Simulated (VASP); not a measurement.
Set up this calculation in VASP 6.6.1, as the native input.

```
Task                   : single point
Functional             : PBEsol
Potentials or basis    : VASP PAW PBE potentials, release 64 (Mg)
Cutoff                 : 520 eV
k mesh                 : 18 × 18 × 8
Occupations            : gaussian, width 0.1 eV
Spin                   : no spin polarisation
Dipole correction      : no
Further INCAR settings : ALGO = Normal; EDIFF = 1e-06; NBANDS = 9
```

The structure of Mg lies in POSCAR:

```
Mg
1.0
    3.2900718482      0.0000000000      0.0000000000
   -1.6450359241      2.8492858008      0.0000000000
    0.0000000000      0.0000000000      5.2786609804
Mg
2
Direct
    0.3333333333      0.6666666667      0.2500000000
    0.6666666667      0.3333333333      0.7500000000
```

One way to write it, as run:

INCAR

```
PREC = Accurate
ENCUT = 520
EDIFF = 1E-6
ISMEAR = 0
SIGMA = 0.1
LREAL = False
LASPH = True
NELM = 100
ALGO = Normal
ISIF = 2
LWAVE = False
LCHARG = False
GGA = PS
NBANDS = 9
```

KPOINTS

```
Automatic mesh
0
Gamma
  18 18 8
```

Potentials or basis: VASP PAW PBE potentials, release 64 (Mg).

Launch:

```sh
$ cat potpaw_PBE.64/Mg/POTCAR > POTCAR
$ mpirun -np 1 vasp_std > vasp.out
```

Results of the run:

```
Pressure               : -3.0 GPa
Band gap on the k mesh : zero (bands 2 and 3 overlap by 2.16 eV)
```

Caveat: the PAW data sets were made with another functional, which shifts forces and pressure a little.

It took 42 s on 1 thread of AMD EPYC 7R13 Processor (Zen 3) (shared host), peak memory 0.18 GiB.
